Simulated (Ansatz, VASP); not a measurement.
# One calculation of Rb, two programs

```
CELL_PARAMETERS angstrom
4.78465 0.00000 0.00000
0.00000 4.78465 0.00000
0.00000 0.00000 4.78465
ATOMIC_POSITIONS crystal
Rb 0.00000 0.00000 0.00000
```

Alike in both runs: functional BLYP; k mesh 7 × 7 × 7; occupations fermi-dirac, width 0.1 eV; no spin polarisation.

Ansatz relaxed the structure, and its values are those at the end. VASP's run is a single point on that final structure, the one shown.

```csv
,VASP,Ansatz
version,VASP 6.6.1,Ansatz 0.2.0
potentials or method,"VASP PAW PBE potentials, release 64 (Rb_sv), cutoff 500 eV","plane waves (420 eV) with PAW, scalar-relativistic"
valence electrons in the cell,9,9
```

```tsv
	VASP	Ansatz	Ansatz less VASP
pressure (GPa)	0.0	0.0	0.00
```

VASP's potentials were made for PBE, not for BLYP.
